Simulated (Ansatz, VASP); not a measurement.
**HfN in VASP and in Ansatz**

INCAR

```
SYSTEM = HfN
ALGO = Normal
EDIFF = 1E-6
ENCUT = 520
GGA = PS
ISIF = 2
ISMEAR = 0
LASPH = .TRUE.
LCHARG = .TRUE.
LELF = .TRUE.
LREAL = .FALSE.
LVHAR = .TRUE.
LWAVE = .FALSE.
NBANDS = 23
NELM = 100
PREC = Accurate
SIGMA = 0.1
```

KPOINTS

```
k-points
0
G
  16 16 12
  0 0 0
```

POSCAR

```
HfN
1.0
    2.2508679147      2.2508679147      0.0000000000
   -2.2508679147      2.2508679147      0.0000000000
    0.0000000000      0.0000000000      4.7043139418
Hf N
2 2
Direct
    0.0000000000      0.0000000000      0.0000000000
    0.5000000000      0.5000000000      0.5000000000
    0.5000000000      0.5000000000      0.0000000000
    0.0000000000      0.0000000000      0.5000000000
```

Input for Ansatz:

```yaml
crystal:
  lattice:
    - [2.2508679147, 2.2508679147, 0.0]
    - [-2.2508679147, 2.2508679147, 0.0]
    - [0.0, 0.0, 4.7043139418]
  atoms:
    - { symbol: Hf, position: [0.0, 0.0, 0.0] }
    - { symbol: Hf, position: [0.5, 0.5, 0.5] }
    - { symbol: "N", position: [0.5, 0.5, 0.0] }
    - { symbol: "N", position: [0.0, 0.0, 0.5] }
basis:
  ecutwfc: 420
kpoints:
  mp_grid: { grid: [16, 16, 12] }
hamiltonian:
  xc: pbesol
scf:
  occupations: { method: gaussian, width: 0.1 }
output:
  forces: true
  stress: true
  eigenvalues: true
```

Change from the starting cell: strain along c alone, the other axes held, atoms relaxed: +4.5 %.

Alike in both runs: task single point; functional PBEsol; k mesh 16 × 16 × 12; occupations gaussian, width 0.1 eV; no spin polarisation.

|  | VASP | Ansatz |
| --- | --- | --- |
| version | VASP 6.6.1 | Ansatz 0.2.0 |
| potentials or method | VASP PAW PBE potentials, release 64 (Hf_pv, N), cutoff 520 eV | scalar-relativistic, plane waves, PAW |
| valence electrons in the cell | 30 | 62 |

Ansatz gave:

| Quantity | Value |
| --- | --- |
| gap on the k mesh at the Fermi level (eV) | none |
| pressure (GPa) | -10.3 |
| traceless stress, the component that is largest in VASP (GPa) | -11.47 |

Task: Estimate VASP's values.

Result: gap on the k mesh at the Fermi level (eV): none; pressure (GPa): -12.4; traceless stress, the component that is largest in VASP (GPa): -11.32.

VASP's potentials were made for PBE, not for PBEsol. A gap of «none» marks a metal or a gap that the smearing closes. VASP's potentials hold 30 valence electrons a cell and Ansatz's 62, so a difference there can come from the potentials and not from the codes.

Spin-orbit coupling is off throughout.
